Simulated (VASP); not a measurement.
Si3Te, 4 atoms in the cell. The structure is cubic, space group Pm-3m (No. 221). Conventional cell: a = 4.394 Å, b = 4.394 Å, c = 4.394 Å, α = 90.00°, β = 90.00°, γ = 90.00°. Si (site symmetry 4/mmm) has 8 Si at 3.11 Å and 4 Te at 3.11 Å within 4.1 Å. Te (site symmetry m-3m) has 12 Si at 3.11 Å within 4.1 Å. The cell was built from a structure type or drawn by symmetry, and may not be a known phase.

* Program: VASP 6.6.1
* Task: single point
* Functional: PBE
* Potentials or basis: VASP PAW PBE potentials, release 64 (Si, Te)
* Cutoff: 520 eV
* k mesh: 4 × 4 × 4
* Occupations: gaussian, width 0.1 eV
* Spin: no spin polarisation
* Dipole correction: no
* Further INCAR settings: ALGO = Normal; EDIFF = 1e-06; NBANDS = 17

Potentials or basis: VASP PAW PBE potentials, release 64 (Si, Te).

Launch:

```console
$ cat potpaw_PBE.64/Si/POTCAR potpaw_PBE.64/Te/POTCAR > POTCAR
$ mpirun -np 1 vasp_std > vasp.out
```

Hardware: 1 thread of Intel(R) Xeon(R) Platinum 8488C (Sapphire Rapids), on a shared host.

Task: Estimate the wall time of this run.

Result: Wall time 10 s on 1 thread of Intel(R) Xeon(R) Platinum 8488C (Sapphire Rapids) (shared host), peak memory 0.2 GiB. Counts: scf iterations 11, k points 10.
